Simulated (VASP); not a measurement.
# MgO (Amm2) in VASP: a series of runs

The runs below take MgO through single point, with PBE.

Everything below comes from runs of VASP 6.6.1. Logs are shortened: lines on timing, memory, paths and dates and some standing lists are left out, and cuts for length are marked.

### Step 1. The cell of the first run

The structure is orthorhombic, space group Amm2 (No. 38). The conventional cell has a = 2.680 Å, b = 3.114 Å, c = 4.783 Å, α = 90.00°, β = 90.00°, γ = 90.00°. Within 2.9 Å of Mg (site symmetry mm2) lie 6 O at 2.08 to 2.20 Å and 6 Mg at 2.68 to 2.85 Å. O (site symmetry mm2) has 6 Mg at 2.08 to 2.20 Å and 6 O at 2.68 to 2.85 Å within 2.9 Å.

### Step 2. Single point, PBE (strain +0.0600 x Voigt [1, -1, 0, 0, 0, 0])

File INCAR:

```
PREC = Accurate ; ENCUT = 520
EDIFF = 1E-6 ; ISMEAR = 0
SIGMA = 0.05 ; LREAL = False
LASPH = True ; NELM = 80
ALGO = Normal ; ISIF = 2
LWAVE = False ; LCHARG = False
GGA = PE ; NBANDS = 11
```

File KPOINTS:

```
Automatic mesh
0
Gamma
  12 12 8
```

File POSCAR:

```
MgO
1.0
    3.1139879445      0.0000000000      0.0000000000
   -1.5569939723      2.3914953839      0.0000000000
    0.0000000000      0.0000000000      2.6797873418
Mg O
1 1
Direct
    0.0000000000      0.0000000000      0.0000000000
    0.3333333333      0.6666666667      0.5000000000
```

Potentials or basis: VASP PAW PBE potentials, release 64 (Mg, O).

Run with:

```console
cat potpaw_PBE.64/Mg/POTCAR potpaw_PBE.64/O/POTCAR > POTCAR
mpirun -np 1 vasp_std > vasp.out
```

OUTCAR:

```text
PREC = Accurate
   ENCUT = 520
   EDIFF = 1E-6
   ISMEAR = 0
   LREAL = False
   LASPH = True
   NELM = 80
   ISIF = 2
   GGA = PE

 ion  position               nearest neighbor table
   1  0.000  0.000  0.000-   2 2.08   2 2.08   2 2.20   2 2.20   2 2.20   2 2.20
   2  0.333  0.667  0.500-   1 2.08   1 2.08   1 2.20   1 2.20   1 2.20   1 2.20

  Warning from LATTYP: Monoclinic adjustment (A1->A3, A2->A1, A3->A2)!
  LATTYP: Found a base centered orthorhombic cell.
 ALAT       =     3.1139879445
 B/A-ratio  =     1.5359695840
 C/A-ratio  =     0.8605644561

  Lattice vectors:

 A1 = (   1.5569939723,  -2.3914953839,   0.0000000000)
 A2 = (   1.5569939722,   2.3914953839,   0.0000000000)
 A3 = (   0.0000000000,   0.0000000000,   2.6797873418)

Analysis of symmetry for initial positions (statically):
=====================================================================
 Subroutine PRICEL returns:
 Original cell was already a primitive cell.

 Routine SETGRP: Setting up the symmetry group for a
 base centered orthorhombic supercell.

 Subroutine GETGRP returns: Found  4 space group operations
 (whereof  4 operations were pure point group operations)
 out of a pool of  8 trial point group operations.

The static configuration has the point symmetry C_2v.

Analysis of symmetry for dynamics (positions and initial velocities):
=====================================================================
 Subroutine PRICEL returns:
 Original cell was already a primitive cell.

 Routine SETGRP: Setting up the symmetry group for a
 base centered orthorhombic supercell.

 Subroutine GETGRP returns: Found  4 space group operations
 (whereof  4 operations were pure point group operations)
 out of a pool of  8 trial point group operations.

The dynamic configuration has the point symmetry C_2v.

 Subroutine INISYM returns: Found  4 space group operations
 (whereof  4 operations are pure point group operations),
 and found     1 'primitive' translations

----------------------------------------------------------------------------------------

                                     Primitive cell

  volume of cell :      19.9566

  direct lattice vectors                    reciprocal lattice vectors
     3.113987944  0.000000000  0.000000000     0.321131622  0.209074207  0.000000000
    -1.556993972  2.391495384  0.000000000     0.000000000  0.418148413  0.000000000
     0.000000000  0.000000000  2.679787342     0.000000000  0.000000000  0.373163939

  length of vectors
     3.113987944  2.853678398  2.679787342     0.383193871  0.418148413  0.373163939

  position of ions in fractional coordinates (direct lattice)
     0.000000000  0.000000000  0.000000000
     0.333333333  0.666666667  0.500000000

  ion indices of the primitive-cell ions
   primitive index   ion index
                 1           1
                 2           2

----------------------------------------------------------------------------------------

 KPOINTS: Automatic mesh

Automatic generation of k-mesh.
 Grid dimensions read from file:
 generate k-points for:   12   12    8

 Generating k-lattice:

  Cartesian coordinates                     Fractional coordinates (reciprocal lattice)
     0.026760969  0.017422851  0.000000000     0.083333333  0.000000000  0.000000000
     0.000000000  0.034845701  0.000000000     0.000000000  0.083333333  0.000000000
     0.000000000  0.000000000  0.046645492     0.000000000  0.000000000  0.125000000

  Length of vectors
     0.031932823  0.034845701  0.046645492

  Shift w.r.t. Gamma in fractional coordinates (k-lattice)
     0.000000000  0.000000000  0.000000000

 Subroutine IBZKPT returns following result:
 ===========================================

 Found    215 irreducible k-points:

 Following reciprocal coordinates:
            Coordinates               Weight
  0.000000  0.000000  0.000000      1.000000
  0.083333  0.000000  0.000000      4.000000
  0.166667  0.000000  0.000000      4.000000
  0.250000  0.000000  0.000000      4.000000
  0.333333  0.000000  0.000000      4.000000
  0.416667  0.000000  0.000000      4.000000
[... 16 lines left out ...]
  0.333333  0.166667  0.000000      4.000000
  0.416667  0.166667  0.000000      4.000000
 [... further k-points ...]
   k-points           NKPTS =    215   k-points in BZ     NKDIM =    215   number of bands    NBANDS=     11
   number of dos      NEDOS =    301   number of ions     NIONS =      2
   total plane-waves  NPLWV =  11520
   dimension x,y,z NGX =    24 NGY =   24 NGZ =   20
   dimension x,y,z NGXF=    48 NGYF=   48 NGZF=   40
   ions per type =               1   1
   NGX,Y,Z   is equivalent  to a cutoff of  12.81, 13.98, 12.41 a.u.
   NGXF,Y,Z  is equivalent  to a cutoff of  25.63, 27.96, 24.81 a.u.
 SYSTEM =  unknown system
   PREC   = accura    normal or accurate (medium, high low for compatibility)
   ISTART =      0    job   : 0-new  1-cont  2-samecut
   ICHARG =      2    charge: 1-file 2-atom 10-const
   ISPIN  =      1    spin polarized calculation?
   LNONCOLLINEAR =      F non collinear calculations
   LSORBIT =      F    spin-orbit coupling
   LASPH  =      T    aspherical Exc in radial PAW
   ENCUT  =  520.0 eV  38.22 Ry    6.18 a.u.   5.79  5.31  4.98*2*pi/ulx,y,z
   NELM   =     80;   NELMIN=  2; NELMDL= -5     # of ELM steps
   EDIFF  = 0.1E-05   stopping-criterion for ELM
   LREAL  =      F    real-space projection
   EDIFFG = 0.1E-04   stopping-criterion for IOM
   NSW    =      0    number of steps for IOM
   IBRION =     -1    ionic relax: 0-MD 1-quasi-New 2-CG
   NFREE  =      0    steps in history (QN), initial steepest desc. (CG)
   ISIF   =      2    stress and relaxation
   ISYM   =      2    0-nonsym 1-usesym 2-fastsym
   POTIM  = 0.5000    time-step for ionic-motion
   TEBEG  =    0.0;   TEEND  =   0.0 temperature during run
   PSTRESS=    0.0 pullay stress
   NELECT =       8.0000    total number of electrons
   NUPDOWN=      -1.0000    fix difference up-down
   EMIN   =  10.00;   EMAX   =-10.00  energy-range for DOS
   EFERMI =   0.00;   METHOD = LEGACY
   ISMEAR =     0;   SIGMA  =   0.05  broadening in eV -4-tet -1-fermi 0-gaus
   EFERMI_NEDOS =   21; number of points for ismear=-14 and -15
   IALGO  =     38    algorithm
   IMIX   =      4    mixing-type and parameters
     AMIX     =   0.40;   BMIX     =  1.00
     AMIX_MAG =   1.60;   BMIX_MAG =  1.00
  volume/ion in A,a.u.               =       9.98        67.34
  Fermi-wavevector in a.u.,A,eV,Ry     =   1.207098  2.281085 19.824855  1.457086
  Thomas-Fermi vector in A             =   2.342746
   LORBIT       =      0    0 simple, 1 ext, 2 COOP (PROOUT), +10 PAW based schemes
   GGA     = PE    functional components
   LHFCALC =     F    Hartree Fock is set to
   AEXX    =    0.0000 exact exchange contribution
   IVDW    =     0    specifies the selected vdW correction
   LEPSILON=     F    determine dielectric tensor
   LRPA    =     F    only Hartree local field effects (RPA)
 non-spin polarized calculation
 Gauss-broadening in eV      SIGMA  =   0.05
  energy-cutoff  :      520.00
  volume of cell :       19.96
 maximum number of plane-waves:       549
   NGX = 11   NGY = 11   NGZ =  9

 number of electron       8.0000000 magnetization

 Free energy of the ion-electron system (eV)
  ---------------------------------------------------
  ext. energy  EPLUGINS =         0.00000000
  ---------------------------------------------------
  free energy    TOTEN  =       -11.13357172 eV

  energy without entropy =      -11.13357172  energy(sigma->0) =      -11.13357172

 E-fermi :   3.6470     XC(G=0): -10.7513

 val. band max:        3.4587867475   @ k =   0.0000   0.0000   0.5000
 cond. band min:       6.2781329451   @ k =   0.0000   0.0000   0.0000
 fundamental gap:      2.8193461976
 Fermi energy:         3.6469959719

 k-point     1 :       0.0000    0.0000    0.0000
  band No.  band energies     occupation
      1     -14.1071      2.00000
      2       2.5074      2.00000
      3       2.9239      2.00000
      4       3.0156      2.00000
      5       6.2781      0.00000
      6      15.1573      0.00000
      7      17.7265      0.00000
      8      20.6496      0.00000
      9      23.4251      0.00000
     10      24.1208      0.00000
     11      24.4255      0.00000

 k-point     2 :       0.0833    0.0000    0.0000
  band No.  band energies     occupation
      1     -14.0496      2.00000
      2       2.1083      2.00000
      3       2.8928      2.00000
      4       2.9448      2.00000
      5       6.7336      0.00000
      6      15.1928      0.00000
      7      17.4412      0.00000
      8      20.4200      0.00000
      9      23.9282      0.00000
     10      23.9856      0.00000
     11      24.9200      0.00000

 k-point     3 :       0.1667    0.0000    0.0000
  band No.  band energies     occupation
      1     -13.8880      2.00000
      2       1.1374      2.00000
      3       2.7554      2.00000
      4       3.0027      2.00000
      5       7.6737      0.00000
      6      15.0689      0.00000
      7      16.9425      0.00000
      8      20.5453      0.00000
      9      23.6009      0.00000
     10      23.7680      0.00000
     11      26.8014      0.00000
[... 267 lines left out ...]
 k-point    23 :       0.3333    0.1667    0.0000
  band No.  band energies     occupation
      1     -13.0760      2.00000
      2      -1.2498      2.00000
      3       1.4933      2.00000
      4       3.2820      2.00000
      5      10.9062      0.00000
      6      13.4717      0.00000
      7      16.5023      0.00000
      8      21.3472      0.00000
      9      22.3116      0.00000
     10      24.6344      0.00000
     11      26.3867      0.00000

 k-point    24 :       0.4167    0.1667    0.0000
  band No.  band energies     occupation
      1     -13.0471      2.00000
      2      -1.3187      2.00000
      3       1.3391      2.00000
      4       3.2884      2.00000
      5      11.1496      0.00000
      6      13.7455      0.00000
      7      16.0226      0.00000
      8      22.1874      0.00000
      9      22.3147      0.00000
     10      24.6242      0.00000
     11      26.1651      0.00000

 [... further k-points ...]

------------------------ aborting loop because EDIFF is reached ----------------------------------------

  FORCE on cell =-STRESS in cart. coord.  units (eV):
  Direction    XX          YY          ZZ          XY          YZ          ZX
  --------------------------------------------------------------------------------------
  -------------------------------------------------------------------------------------
  Total       -1.3826400      1.6565066      0.0329214     -0.0000000      0.0000000      0.0000000
  in kB     -111.0025328    132.9893720      2.6430276     -0.0000000      0.0000000      0.0000000
  external PRESSURE =       8.2099556 kB  Pullay stress =       0.0000000 kB

 VOLUME and BASIS-vectors are now :
 -----------------------------------------------------------------------------
  energy-cutoff  :      520.00
  volume of cell :       19.96
      direct lattice vectors                 reciprocal lattice vectors
     3.113987944  0.000000000  0.000000000     0.321131622  0.209074207  0.000000000
    -1.556993972  2.391495384  0.000000000     0.000000000  0.418148413  0.000000000
     0.000000000  0.000000000  2.679787342     0.000000000  0.000000000  0.373163939

 POSITION                                       TOTAL-FORCE (eV/Angst)
 -----------------------------------------------------------------------------------
      0.00000      0.00000      0.00000         0.000000     -0.108031      0.000000
     -0.00000      1.59433      1.33989        -0.000000      0.108031      0.000000
 -----------------------------------------------------------------------------------
    total drift:                                0.000000     -0.000317      0.000000

  FREE ENERGIE OF THE ION-ELECTRON SYSTEM (eV)
  ---------------------------------------------------
  free  energy   TOTEN  =       -11.1335717151 eV

  energy  without entropy=      -11.1335717150  energy(sigma->0) =      -11.13357172
```

It took 46 s on 1 thread of Intel Xeon 8259CL, shared host; peak memory 0.17 GiB.

What came out:

* Free energy: -11.1336 eV
* Pressure: 0.8 GPa
* Largest force: 0.108 eV/Å
* Band gap on the k mesh: 2.82 eV (least direct gap 3.26 eV)

Forces in eV/Å, atoms in the order of the input:
```
Mg   0.000 -0.108  0.000
O    0.000  0.108  0.000
```

Levels at points of the mesh, in eV from the valence-band top:
| k point | band 2 | band 3 | band 4 | band 5 | band 6 | band 7 |
| --- | --- | --- | --- | --- | --- | --- |
| (0.00, 0.00, 0.00) | -0.95 | -0.53 | -0.44 | 2.82 | 11.70 | 14.27 |
| (0.50, 0.00, 0.00) | -5.13 | -1.07 | -0.21 | 6.86 | 10.09 | 12.93 |
| (0.00, 0.50, 0.00) | -4.74 | -2.04 | -0.09 | 5.73 | 11.06 | 13.23 |
| (0.00, 0.00, 0.50) | -5.48 | -0.37 | 0.00 | 8.05 | 8.82 | 16.10 |
| (0.50, 0.00, 0.50) | -3.91 | -3.54 | -0.63 | 5.42 | 11.99 | 13.94 |
| (0.00, 0.50, 0.50) | -3.62 | -3.34 | -1.45 | 6.29 | 10.16 | 13.15 |

Caveat: the cell differs from its parent crystal (strain +0.0600 x Voigt [1, -1, 0, 0, 0, 0]).

(Continued in part 2 of 2.)
